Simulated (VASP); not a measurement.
Input of a VASP 6.6.1 run:

POSCAR

```
Sn
1.0
   -1.8534600823      1.9291115143      1.8912857983
    1.8534600823     -1.9291115143      1.8912857983
    1.8534600823      1.9291115143     -1.8912857983
Sn
1
Direct
    0.0000000000      0.0000000000      0.0000000000
```

The input INCAR.step1:

```
  ALGO = Normal
  EDIFF = 1E-4
  ENCUT = 520
  GGA = PE
  ISMEAR = 0
  LASPH = T
  LCHARG = F
  LREAL = F
  LWAVE = T
  NBANDS = 13
  NELM = 80
  PREC = Accurate
  SIGMA = 0.15
```

Contents of INCAR.step2:

```
  ALGO = Normal
  EDIFF = 1E-7
  ENCUT = 520
  ISIF = 2
  ISMEAR = 0
  ISTART = 1
  LASPH = T
  LCHARG = F
  LMIXTAU = T
  LREAL = F
  LWAVE = F
  METAGGA = R2SCAN
  NBANDS = 13
  NELM = 80
  PREC = Accurate
  SIGMA = 0.15
```

File KPOINTS:

```
k-points
0
Gamma
  22 22 22
```

Potentials or basis: VASP PAW PBE potentials, release 64 (Sn_d).

Launch:

```bash
$ cat potpaw_PBE.64/Sn_d/POTCAR > POTCAR
$ cp INCAR.step1 INCAR
$ mpirun -np 1 vasp_std > vasp.out
$ cp INCAR.step2 INCAR
$ mpirun -np 1 vasp_std > vasp.out
```

Estimate the pressure.

-0.2 GPa.

What does it give for the band gap on the k mesh?

Zero (bands 7 and 8 overlap by 10.92 eV).

Stress tensor (GPa, compression positive):
```
-0.65  0.00  0.00
 0.00 -0.01  0.00
 0.00  0.00 -0.07
```

Caveat: the cell differs from its parent crystal (strain -0.0200 x Voigt [1, -1, 0, 0, 0, 0]); the PAW data sets were made with another functional, which shifts forces and pressure a little; spin-orbit coupling is left out, which moves the levels of the heavy elements.
